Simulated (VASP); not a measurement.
Crystal: Al.

```xyz
2
Lattice="2.6113 0.0000 0.0000 0.0000 2.6113 0.0000 0.0000 0.0000 2.6113" Properties=species:S:1:pos:R:3 pbc="T T T"
Al    0.0000    0.0000    0.0000
Al    1.3056    1.3056    1.3056
```

```yaml
Program: VASP 6.6.1
Task: relaxation of cell and atoms
Functional: PBE
Potentials_or_basis: VASP PAW PBE potentials, release 64 (Al)
Cutoff: 500 eV
k_mesh: 8 × 8 × 8
Occupations: gaussian, width 0.1 eV
Spin: no spin polarisation
```

At the start: pressure 170.8 GPa; volume 8.90 Å³/atom.

Task: Where does the relaxation end?

Result: Over 5 steps the energy falls by 2472.7 meV/atom and the volume is 17.00 Å³/atom (+90.9 %); space group Im-3m (No. 229, to 0.05 Å).

The path:
```tsv
step	energy change (eV)	largest force (eV/Å)	pressure (GPa)	volume (Å³)
1	0.0000	0.0000	170.75	17.81
2	-3.7857	0.0000	-10.84	55.15
3	-4.9444	0.0000	0.87	33.58
4	-4.9442	0.0000	-0.90	34.43
5	-4.9455	0.0000	-0.02	33.99
```

Final structure:
```
Al
1.0
     3.23941    0.00000    0.00000
     0.00000    3.23941    0.00000
     0.00000    0.00000    3.23941
Al
2
Direct
  0.00000 0.00000 0.00000
  0.50000 0.50000 0.50000
```

Caveat: the volume moved by over 15 % at a fixed basis, so the end points are rough.
